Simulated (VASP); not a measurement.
# WC (I4/mmm) in VASP: further runs, part 2 of 2

VASP 6.6.1.

### 3 Single point, PBEsol (strain +0.040 along x and y, -0.080 along z)

INCAR

```
ALGO = Normal
EDIFF = 1E-7
ENCUT = 520
GGA = PS
ISIF = 2
ISMEAR = 0
LASPH = True
LCHARG = False
LREAL = False
LWAVE = False
NBANDS = 16
NELM = 80
PREC = Accurate
SIGMA = 0.15
```

KPOINTS

```
k-points
0
Gamma
  18 18 18
```

POSCAR

```
WC
1.0
    0.0000000000      2.2803913600      2.0172692800
    2.2803913600      0.0000000000      2.0172692800
    2.2803913600      2.2803913600      0.0000000000
W C
1 1
Direct
    0.0000000000      0.0000000000      0.0000000000
    0.5000000000      0.5000000000      0.5000000000
```

Potentials or basis: VASP PAW PBE potentials, release 64 (W_sv, C).

Command:

```sh
cat potpaw_PBE.64/W_sv/POTCAR potpaw_PBE.64/C/POTCAR > POTCAR
mpirun -np 1 vasp_std > vasp.out
```

OUTCAR:

```text
EDIFF = 1E-7
   ENCUT = 520
   GGA = PS
   ISIF = 2
   ISMEAR = 0
   LASPH = True
   LREAL = False
   NELM = 80
   PREC = Accurate

 ion  position               nearest neighbor table
   1  0.000  0.000  0.000-   2 2.02   2 2.02   2 2.28   2 2.28   2 2.28   2 2.28
   2  0.500  0.500  0.500-   1 2.02   1 2.02   1 2.28   1 2.28   1 2.28   1 2.28

  LATTYP: Found a body centered tetragonal cell.
 ALAT       =     3.2249603888
 C/A-ratio  =     1.2510350744

  Lattice vectors:

 A1 = (   0.0000000000,  -2.2803913600,  -2.0172692800)
 A2 = (   0.0000000000,   2.2803913600,  -2.0172692800)
 A3 = (   2.2803913600,   0.0000000000,   2.0172692800)

Analysis of symmetry for initial positions (statically):
=====================================================================
 Subroutine PRICEL returns:
 Original cell was already a primitive cell.

 Routine SETGRP: Setting up the symmetry group for a
 body centered tetragonal supercell.

 Subroutine GETGRP returns: Found 16 space group operations
 (whereof 16 operations were pure point group operations)
 out of a pool of 16 trial point group operations.

The static configuration has the point symmetry D_4h.

Analysis of symmetry for dynamics (positions and initial velocities):
=====================================================================
 Subroutine PRICEL returns:
 Original cell was already a primitive cell.

 Routine SETGRP: Setting up the symmetry group for a
 body centered tetragonal supercell.

 Subroutine GETGRP returns: Found 16 space group operations
 (whereof 16 operations were pure point group operations)
 out of a pool of 16 trial point group operations.

The dynamic configuration has the point symmetry D_4h.

 Subroutine INISYM returns: Found 16 space group operations
 (whereof 16 operations are pure point group operations),
 and found     1 'primitive' translations

----------------------------------------------------------------------------------------

                                     Primitive cell

  volume of cell :      20.9803

  direct lattice vectors                    reciprocal lattice vectors
     0.000000000  2.280391360  2.017269280    -0.219260610  0.219260610  0.247859820
     2.280391360  0.000000000  2.017269280     0.219260610 -0.219260610  0.247859820
     2.280391360  2.280391360  0.000000000     0.219260610  0.219260610 -0.247859820

  length of vectors
     3.044595228  3.044595228  3.224960389     0.396969672  0.396969672  0.396969672

  position of ions in fractional coordinates (direct lattice)
     0.000000000  0.000000000  0.000000000
     0.500000000  0.500000000  0.500000000

  ion indices of the primitive-cell ions
   primitive index   ion index
                 1           1
                 2           2

----------------------------------------------------------------------------------------

 KPOINTS: k-points

Automatic generation of k-mesh.
 Grid dimensions read from file:
 generate k-points for:   18   18   18

 Generating k-lattice:

  Cartesian coordinates                     Fractional coordinates (reciprocal lattice)
    -0.012181145  0.012181145  0.013769990     0.055555556 -0.000000000  0.000000000
     0.012181145 -0.012181145  0.013769990    -0.000000000  0.055555556  0.000000000
     0.012181145  0.012181145 -0.013769990     0.000000000  0.000000000  0.055555556

  Length of vectors
     0.022053871  0.022053871  0.022053871

  Shift w.r.t. Gamma in fractional coordinates (k-lattice)
     0.000000000  0.000000000  0.000000000

 Subroutine IBZKPT returns following result:
 ===========================================

 Found    480 irreducible k-points:

 Following reciprocal coordinates:
            Coordinates               Weight
  0.000000  0.000000  0.000000      1.000000
  0.055556  0.000000  0.000000      8.000000
  0.111111  0.000000  0.000000      8.000000
  0.166667  0.000000  0.000000      8.000000
  0.222222  0.000000  0.000000      8.000000
  0.277778  0.000000  0.000000      8.000000
[... 16 lines left out ...]
 -0.277778  0.055556  0.000000      8.000000
 -0.222222  0.055556  0.000000      8.000000
 [... further k-points ...]
   k-points           NKPTS =    480   k-points in BZ     NKDIM =    480   number of bands    NBANDS=     16
   number of dos      NEDOS =    301   number of ions     NIONS =      2
   total plane-waves  NPLWV =  13824
   dimension x,y,z NGX =    24 NGY =   24 NGZ =   24
   dimension x,y,z NGXF=    48 NGYF=   48 NGZF=   48
   ions per type =               1   1
   NGX,Y,Z   is equivalent  to a cutoff of  13.10, 13.10, 12.37 a.u.
   NGXF,Y,Z  is equivalent  to a cutoff of  26.21, 26.21, 24.74 a.u.
 SYSTEM =  unknown system
   PREC   = accura    normal or accurate (medium, high low for compatibility)
   ISTART =      0    job   : 0-new  1-cont  2-samecut
   ICHARG =      2    charge: 1-file 2-atom 10-const
   ISPIN  =      1    spin polarized calculation?
   LNONCOLLINEAR =      F non collinear calculations
   LSORBIT =      F    spin-orbit coupling
   LASPH  =      T    aspherical Exc in radial PAW
   ENCUT  =  520.0 eV  38.22 Ry    6.18 a.u.   5.66  5.66  6.00*2*pi/ulx,y,z
   NELM   =     80;   NELMIN=  2; NELMDL= -5     # of ELM steps
   EDIFF  = 0.1E-06   stopping-criterion for ELM
   LREAL  =      F    real-space projection
   EDIFFG = 0.1E-05   stopping-criterion for IOM
   NSW    =      0    number of steps for IOM
   IBRION =     -1    ionic relax: 0-MD 1-quasi-New 2-CG
   NFREE  =      0    steps in history (QN), initial steepest desc. (CG)
   ISIF   =      2    stress and relaxation
   ISYM   =      2    0-nonsym 1-usesym 2-fastsym
   POTIM  = 0.5000    time-step for ionic-motion
   TEBEG  =    0.0;   TEEND  =   0.0 temperature during run
   PSTRESS=    0.0 pullay stress
   NELECT =      18.0000    total number of electrons
   NUPDOWN=      -1.0000    fix difference up-down
   EMIN   =  10.00;   EMAX   =-10.00  energy-range for DOS
   EFERMI =   0.00;   METHOD = LEGACY
   ISMEAR =     0;   SIGMA  =   0.15  broadening in eV -4-tet -1-fermi 0-gaus
   EFERMI_NEDOS =   21; number of points for ismear=-14 and -15
   IALGO  =     38    algorithm
   IMIX   =      4    mixing-type and parameters
     AMIX     =   0.40;   BMIX     =  1.00
     AMIX_MAG =   1.60;   BMIX_MAG =  1.00
  volume/ion in A,a.u.               =      10.49        70.79
  Fermi-wavevector in a.u.,A,eV,Ry     =   1.555589  2.939636 32.924143  2.419856
  Thomas-Fermi vector in A             =   2.659508
   LORBIT       =      0    0 simple, 1 ext, 2 COOP (PROOUT), +10 PAW based schemes
   GGA     = PS    functional components
   LHFCALC =     F    Hartree Fock is set to
   AEXX    =    0.0000 exact exchange contribution
   IVDW    =     0    specifies the selected vdW correction
   LEPSILON=     F    determine dielectric tensor
   LRPA    =     F    only Hartree local field effects (RPA)
 non-spin polarized calculation
 Gauss-broadening in eV      SIGMA  =   0.15
  energy-cutoff  :      520.00
  volume of cell :       20.98
 maximum number of plane-waves:       580
   NGX = 11   NGY = 11   NGZ = 11

 number of electron      18.0000000 magnetization

 Free energy of the ion-electron system (eV)
  ---------------------------------------------------
  ext. energy  EPLUGINS =         0.00000000
  ---------------------------------------------------
  free energy    TOTEN  =       -22.55862486 eV

  energy without entropy =      -22.54642858  energy(sigma->0) =      -22.55252672

 E-fermi :  12.2635     XC(G=0): -13.8432

 val. band max:       12.2595471256   @ k =   0.2222   0.0000   0.0000
 cond. band min:      12.2671530930   @ k =   0.1111   0.0000   0.1111
 fundamental gap:      0.0076059674
 Fermi energy:        12.2635078463

 k-point     1 :       0.0000    0.0000    0.0000
  band No.  band energies     occupation
      1     -62.9642      2.00000
      2     -27.0403      2.00000
      3     -26.9686      2.00000
      4     -26.9686      2.00000
      5      -3.5393      2.00000
      6       9.1523      2.00000
[... 8 lines left out ...]
     15      22.1309      0.00000
     16      33.6019      0.00000
[... 419 lines left out ...]
 k-point    24 :      -0.2222    0.0556    0.0000
  band No.  band energies     occupation
      1     -62.9458      2.00000
      2     -27.2771      2.00000
      3     -27.0404      2.00000
      4     -27.0210      2.00000
      5      -2.0741      2.00000
      6       6.0910      2.00000
[... 8 lines left out ...]
     15      24.5282      0.00000
     16      27.6582      0.00000

 [... further k-points ...]
[... 5 lines left out ...]
  --------------------------------------------------------------------------------------
  -------------------------------------------------------------------------------------
  Total       -3.1673374     -3.1673374      8.3502236      0.0000000      0.0000000      0.0000000
  in kB     -241.8757162   -241.8757162    637.6700843      0.0000000      0.0000000      0.0000000
  external PRESSURE =      51.3062173 kB  Pullay stress =       0.0000000 kB

 VOLUME and BASIS-vectors are now :
 -----------------------------------------------------------------------------
  energy-cutoff  :      520.00
  volume of cell :       20.98
      direct lattice vectors                 reciprocal lattice vectors
     0.000000000  2.280391360  2.017269280    -0.219260610  0.219260610  0.247859820
     2.280391360  0.000000000  2.017269280     0.219260610 -0.219260610  0.247859820
     2.280391360  2.280391360  0.000000000     0.219260610  0.219260610 -0.247859820

 POSITION                                       TOTAL-FORCE (eV/Angst)
 -----------------------------------------------------------------------------------
      0.00000      0.00000      0.00000        -0.000000      0.000000      0.000000
      2.28039      2.28039      2.01727         0.000000     -0.000000      0.000000
 -----------------------------------------------------------------------------------
    total drift:                                0.000000     -0.000000     -0.000000

  FREE ENERGIE OF THE ION-ELECTRON SYSTEM (eV)
  ---------------------------------------------------
  free  energy   TOTEN  =       -22.5586248589 eV

  energy  without entropy=      -22.5464285805  energy(sigma->0) =      -22.55252672
```

OSZICAR:

```text
N       E                     dE             d eps       ncg     rms          rms(c)
DAV:   1     0.109928252608E+03    0.10993E+03   -0.93869E+03 15392   0.125E+03
DAV:   2    -0.225919284504E+02   -0.13252E+03   -0.12779E+03 18768   0.336E+02
DAV:   3    -0.258740036900E+02   -0.32821E+01   -0.32670E+01 16680   0.501E+01
DAV:   4    -0.258904476857E+02   -0.16444E-01   -0.16443E-01 20088   0.402E+00
DAV:   5    -0.258905667938E+02   -0.11911E-03   -0.11911E-03 16696   0.324E-01    0.331E+01
DAV:   6    -0.226712125638E+02    0.32194E+01   -0.80441E+00 19344   0.268E+01    0.898E+00
DAV:   7    -0.225929300841E+02    0.78282E-01   -0.48803E-01 15728   0.553E+00    0.692E+00
DAV:   8    -0.225601232799E+02    0.32807E-01   -0.75030E-02 18120   0.221E+00    0.124E+00
DAV:   9    -0.225587224408E+02    0.14008E-02   -0.26840E-03 17328   0.458E-01    0.110E-01
DAV:  10    -0.225586241538E+02    0.98287E-04   -0.32699E-04 19264   0.206E-01    0.387E-02
DAV:  11    -0.225586252129E+02   -0.10591E-05   -0.86245E-06 16936   0.287E-02    0.948E-03
DAV:  12    -0.225586248696E+02    0.34329E-06   -0.84769E-07 18496   0.897E-03    0.104E-03
DAV:  13    -0.225586248589E+02    0.10692E-07   -0.31456E-08 10096   0.169E-03
   1 F= -.22558625E+02 E0= -.22552527E+02  d E =-.121963E-01
```

It took 77 s on 1 thread of Intel Xeon 6975P-C, shared host; peak memory 0.27 GiB.

What came out:

- Free energy: -22.5586 eV
- Pressure: 5.1 GPa
- Band gap on the k mesh: zero (band 9 reaches 13.82 eV, above the bottom of band 10 at 10.46 eV)

Caveat: the cell differs from its parent crystal (strain +0.040 along x and y, -0.080 along z); the PAW data sets were made with another functional, which shifts forces and pressure a little; spin-orbit coupling is left out, which moves the levels of the heavy elements.
